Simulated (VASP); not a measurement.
## InSe5: single point with PBE

Crystal: InSe5.

```
In Se
1.0
     6.57799    0.00000    0.00000
    -3.28899    5.69670    0.00000
     0.00000    0.00000    3.81224
In Se
1 5
Cartesian
  0.0000 0.0000 0.0000
  3.2890 1.8989 0.0000
  2.3405 0.0000 1.9061
  2.1188 3.6698 1.9061
  -1.1702 2.0269 1.9061
  0.0000 3.7978 0.0000
```

```json
{
 "Program": "VASP 6.6.1",
 "Task": "single point",
 "Functional": "PBE",
 "Potentials or basis": "VASP PAW PBE potentials, release 64 (In_d, Se)",
 "Cutoff": "520 eV",
 "k mesh": "6 × 6 × 10",
 "Occupations": "gaussian, width 0.1 eV",
 "Spin": "no spin polarisation",
 "Dipole correction": "no",
 "Further INCAR settings": "ALGO = Normal; EDIFF = 1e-06; NBANDS = 30"
}
```

The pressure is 0.0 GPa.

Levels at points of the mesh, in eV from the Fermi level:
```
           k point  band 18  band 19  band 20  band 21  band 22  band 23  band 24  band 25  band 26  band 27
(0.00, 0.00, 0.00)    -1.61    -1.37    -1.37    -0.76    -0.76     1.11     1.31     1.31     1.58     4.14
(0.50, 0.00, 0.00)    -2.02    -2.01    -1.63     0.15     0.35     0.61     1.32     1.48     1.73     3.89
(0.00, 0.00, 0.50)    -2.75    -2.75    -0.71    -0.71    -0.20     0.59     0.99     0.99     3.27     4.74
(0.50, 0.00, 0.50)    -1.96    -1.80    -1.74    -1.26    -0.21     0.05     1.59     1.62     2.07     3.85
```

Run time: 2.5 min on 1 thread of AMD EPYC 7R13 Processor (Zen 3), with other jobs on the host, peak memory 0.3 GiB.

Caveat: spin-orbit coupling is left out, which moves the levels of the heavy elements.
